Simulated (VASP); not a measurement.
# HgTe (F-43m) in VASP: a series of runs, part 3 of 3

VASP 6.6.1. The steps go on from the part before.

## Step 6: Single point, PBEsol

This run uses another cell than the first one, of 31.41 Å³/atom.

The input, INCAR:

```
SYSTEM = HgTe
ALGO = Normal
EDIFF = 1E-7
ENCUT = 520
GGA = PS
ISIF = 2
ISMEAR = 0
LASPH = .True.
LCHARG = .True.
LELF = .True.
LREAL = .False.
LVHAR = .True.
LWAVE = .False.
NBANDS = 16
NELM = 60
PREC = Accurate
SIGMA = 0.1
```

The input, KPOINTS:

```
k-points
0
Gamma
  12 12 12
  0 0 0
```

The input, POSCAR:

```
HgTe
1.0
    0.0000000000      3.1550858805      3.1550858805
    3.1550858805      0.0000000000      3.1550858805
    3.1550858805      3.1550858805      0.0000000000
Hg Te
1 1
Direct
    0.0000000000      0.0000000000      0.0000000000
    0.2500000000      0.2500000000      0.2500000000
```

Potentials or basis: VASP PAW PBE potentials, release 64 (Hg, Te).

The run is started by

```sh
$ cat potpaw_PBE.64/Hg/POTCAR potpaw_PBE.64/Te/POTCAR > POTCAR
$ mpirun -np 1 vasp_std > vasp.out
```

OUTCAR:

```text
SYSTEM = HgTe
   EDIFF = 1E-7
   ENCUT = 520
   GGA = PS
   ISIF = 2
   ISMEAR = 0
   LASPH = .True.
   LREAL = .False.
   NELM = 60
   PREC = Accurate

 ion  position               nearest neighbor table
   1  0.000  0.000  0.000-   2 2.73   2 2.73   2 2.73   2 2.73
   2  0.250  0.250  0.250-   1 2.73   1 2.73   1 2.73   1 2.73

  LATTYP: Found a face centered cubic cell.
 ALAT       =     6.3101717610

  Lattice vectors:

 A1 = (   0.0000000000,   3.1550858805,   3.1550858805)
 A2 = (   3.1550858805,   0.0000000000,   3.1550858805)
 A3 = (   3.1550858805,   3.1550858805,   0.0000000000)

Analysis of symmetry for initial positions (statically):
=====================================================================
 Subroutine PRICEL returns:
 Original cell was already a primitive cell.

 Routine SETGRP: Setting up the symmetry group for a
 face centered cubic supercell.

 Subroutine GETGRP returns: Found 24 space group operations
 (whereof 24 operations were pure point group operations)
 out of a pool of 48 trial point group operations.

The static configuration has the point symmetry T_d .

Analysis of symmetry for dynamics (positions and initial velocities):
=====================================================================
 Subroutine PRICEL returns:
 Original cell was already a primitive cell.

 Routine SETGRP: Setting up the symmetry group for a
 face centered cubic supercell.

 Subroutine GETGRP returns: Found 24 space group operations
 (whereof 24 operations were pure point group operations)
 out of a pool of 48 trial point group operations.

The dynamic configuration has the point symmetry T_d .

 Subroutine INISYM returns: Found 24 space group operations
 (whereof 24 operations are pure point group operations),
 and found     1 'primitive' translations

----------------------------------------------------------------------------------------

[... 105 lines left out ...]
   EMIN   =  10.00;   EMAX   =-10.00  energy-range for DOS
   EFERMI =   0.00;   METHOD = LEGACY
   ISMEAR =     0;   SIGMA  =   0.10  broadening in eV -4-tet -1-fermi 0-gaus
   EFERMI_NEDOS =   21; number of points for ismear=-14 and -15
   IALGO  =     38    algorithm
   IMIX   =      4    mixing-type and parameters
     AMIX     =   0.40;   BMIX     =  1.00
     AMIX_MAG =   1.60;   BMIX_MAG =  1.00
  volume/ion in A,a.u.               =      31.41       211.95
  Fermi-wavevector in a.u.,A,eV,Ry     =   1.079306  2.039592 15.849438  1.164901
  Thomas-Fermi vector in A             =   2.215267
   LORBIT       =      0    0 simple, 1 ext, 2 COOP (PROOUT), +10 PAW based schemes
   GGA     = PS    functional components
   LHFCALC =     F    Hartree Fock is set to
   AEXX    =    0.0000 exact exchange contribution
   IVDW    =     0    specifies the selected vdW correction
   LEPSILON=     F    determine dielectric tensor
   LRPA    =     F    only Hartree local field effects (RPA)
 non-spin polarized calculation
 Gauss-broadening in eV      SIGMA  =   0.10
  energy-cutoff  :      520.00
  volume of cell :       62.82
 maximum number of plane-waves:      1713
 NGX is ok and might be reduce to    36
   NGX = 17   NGY = 17   NGZ = 17

 number of electron      18.0000000 magnetization

 Free energy of the ion-electron system (eV)
  ---------------------------------------------------
  ext. energy  EPLUGINS =         0.00000000
  ---------------------------------------------------
  free energy    TOTEN  =        -4.28350974 eV

  energy without entropy =       -4.28336785  energy(sigma->0) =       -4.28343879

 E-fermi :   3.8092     XC(G=0):  -9.2716

 val. band max:        3.7559259499   @ k =   0.0000   0.0000   0.0000
 cond. band min:       4.2488084545   @ k =   0.0833   0.0000   0.0000
 fundamental gap:      0.4928825046
 Fermi energy:         3.8091652312

 k-point     1 :       0.0000    0.0000    0.0000
  band No.  band energies     occupation
      1      -8.8274      2.00000
      2      -4.0491      2.00000
      3      -4.0491      2.00000
      4      -4.0491      2.00000
      5      -3.4205      2.00000
      6      -3.4205      2.00000
[... 433 lines left out ...]
      3      -3.8490      2.00000
      4      -3.4482      2.00000
      5      -3.4086      2.00000
      6      -3.0741      2.00000
[... 8 lines left out ...]
     15      13.1061      0.00000
     16      13.2893      0.00000

 [... further k-points ...]
[... 5 lines left out ...]
  --------------------------------------------------------------------------------------
  -------------------------------------------------------------------------------------
  Total        2.0246568      2.0246568      2.0246568      0.0000000      0.0000000     -0.0000000
  in kB       51.6414536     51.6414536     51.6414536      0.0000000      0.0000000     -0.0000000
  external PRESSURE =      51.6414536 kB  Pullay stress =       0.0000000 kB

 VOLUME and BASIS-vectors are now :
 -----------------------------------------------------------------------------
  energy-cutoff  :      520.00
  volume of cell :       62.82
      direct lattice vectors                 reciprocal lattice vectors
     0.000000000  3.155085881  3.155085881    -0.158474292  0.158474292  0.158474292
     3.155085881  0.000000000  3.155085881     0.158474292 -0.158474292  0.158474292
     3.155085881  3.155085881  0.000000000     0.158474292  0.158474292 -0.158474292

 POSITION                                       TOTAL-FORCE (eV/Angst)
 -----------------------------------------------------------------------------------
      0.00000      0.00000      0.00000        -0.000000      0.000000      0.000000
      1.57754      1.57754      1.57754         0.000000     -0.000000     -0.000000
 -----------------------------------------------------------------------------------
    total drift:                               -0.000000     -0.000000     -0.000000

  FREE ENERGIE OF THE ION-ELECTRON SYSTEM (eV)
  ---------------------------------------------------
  free  energy   TOTEN  =        -4.2835097393 eV

  energy  without entropy=       -4.2833678452  energy(sigma->0) =       -4.28343879
```

OSZICAR:

```text
N       E                     dE             d eps       ncg     rms          rms(c)
DAV:   1     0.105963267226E+03    0.10596E+03   -0.81057E+03  2312   0.982E+02
DAV:   2    -0.102768946825E+01   -0.10699E+03   -0.10047E+03  2744   0.233E+02
DAV:   3    -0.450548087989E+01   -0.34778E+01   -0.34708E+01  2856   0.432E+01
DAV:   4    -0.453589792464E+01   -0.30417E-01   -0.30415E-01  3392   0.371E+00
DAV:   5    -0.453600630715E+01   -0.10838E-03   -0.10838E-03  3024   0.181E-01    0.902E+00
DAV:   6    -0.429906034647E+01    0.23695E+00   -0.45985E-01  2728   0.968E+00    0.700E+00
DAV:   7    -0.428597577105E+01    0.13085E-01   -0.11358E-01  2640   0.240E+00    0.239E+00
DAV:   8    -0.428373247233E+01    0.22433E-02   -0.13125E-02  2576   0.136E+00    0.636E-01
DAV:   9    -0.428349938758E+01    0.23308E-03   -0.72810E-04  2976   0.317E-01    0.153E-01
DAV:  10    -0.428350456587E+01   -0.51783E-05   -0.76543E-05  2936   0.790E-02    0.525E-02
DAV:  11    -0.428351199723E+01   -0.74314E-05   -0.26040E-05  2864   0.470E-02    0.452E-02
DAV:  12    -0.428350978921E+01    0.22080E-05   -0.47829E-06  2528   0.228E-02    0.186E-02
DAV:  13    -0.428350973935E+01    0.49867E-07   -0.51010E-07  2968   0.376E-03
   1 F= -.42835097E+01 E0= -.42834388E+01  d E =-.141894E-03
```

stdout:

```text
POSCAR found type information on POSCAR HgTe
 POSCAR found :  2 types and       2 ions
 scaLAPACK will be used
 -----------------------------------------------------------------------------
|                                                                             |
|                                                                             |
|     You enforced a specific xc type in the INCAR file but a different       |
|     I HOPE YOU KNOW WHAT YOU ARE DOING!                                     |
|                                                                             |
 -----------------------------------------------------------------------------

 LDA part: xc-table for (Slater+PW92), standard interpolation
 POSCAR, INCAR and KPOINTS ok, starting setup
 FFT: planning ... GRIDC
 FFT: planning ... GRID_SOFT
 FFT: planning ... GRID
 WAVECAR not read
 entering main loop
```

Run time: 95 s. Hardware: 1 thread of Intel Xeon Platinum 8259CL at 2.50GHz (Skylake/Cascade Lake), shared host; peak memory 0.25 GiB.

What came out:

```yaml
Free_energy: -4.2835 eV
Pressure: 5.2 GPa
Band_gap_on_the_k_mesh: zero (filled and empty bands touch)
```

Caveat: the cell stands under pressure; semilocal functionals underestimate gaps, so a narrow gap can read as zero; the PAW data sets were made with another functional, which shifts forces and pressure a little; spin-orbit coupling is left out, which moves the levels of the heavy elements.

## Step 7: Summary

```csv
cell,gap on the mesh (eV),pressure (GPa)
"a = 4.070 Å, angles 60.0°, 2 atoms",0.11,40.7
"a = 4.236 Å, angles 60.0°, 2 atoms",none,20.3
"a = 4.367 Å, angles 60.0°, 2 atoms",none,10.2
"a = 4.462 Å, angles 60.0°, 2 atoms",none,5.2
```

Alike in all rows: task single point; level PBEsol; potentials or basis VASP PAW PBE potentials, release 64 (Hg, Te); no spin polarisation; k mesh 12 × 12 × 12; cutoff (eV) 520; smearing gaussian 0.1 eV.

Caveats: the cell stands under pressure; the PAW data sets were made with another functional, which shifts forces and pressure a little; spin-orbit coupling is left out, which moves the levels of the heavy elements; semilocal functionals underestimate gaps, so a narrow gap can read as zero (at least some runs).

Total energies depend on the potentials used, so only differences within one code and one set of settings carry meaning.
